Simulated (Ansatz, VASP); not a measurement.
# Two plane-wave programs on HfC

```xyz
8
Lattice="8.9029 0.0000 0.0000 0.0000 3.1126 0.0000 0.0000 0.0000 3.6669" Properties=species:S:1:pos:R:3 pbc="T T T"
Hf    1.0772    0.7781    0.3887
Hf    7.8256    2.3344    3.2782
Hf    3.3742    2.3344    2.2221
Hf    5.5287    0.7781    1.4448
C     7.5853    0.7781    1.8444
C     1.3176    2.3344    1.8224
C     5.7691    2.3344    0.0110
C     3.1338    0.7781    3.6559
```

Alike in both runs: task relaxation of cell and atoms; functional PBE; k mesh 2 × 6 × 6; occupations gaussian, width 0.1 eV; no spin polarisation.

|  | VASP | Ansatz |
| --- | --- | --- |
| version | VASP 6.6.1 | Ansatz 0.2.0 |
| potentials or method | VASP PAW PBE potentials, release 64 (Hf_pv, C), cutoff 600 eV | scalar-relativistic, plane waves, PAW |
| valence electrons in the cell | 56 | 120 |

|  | VASP | Ansatz | Ansatz less VASP |
| --- | --- | --- | --- |
| gap on the k mesh at the Fermi level, each at its own relaxed structure (eV) | none | none | - |
| relaxed volume (Å³/atom) | 12.56 | 12.57 | +0.016 |
| relaxed length of the cell vector where the two differ most in proportion (Å) | 3.287 | 3.291 | +0.0033 |

A gap of «none» marks a metal or a gap that the smearing closes. VASP's potentials hold 56 valence electrons a cell and Ansatz's 120, so a difference there can come from the potentials and not from the codes.

Spin-orbit coupling is off throughout.
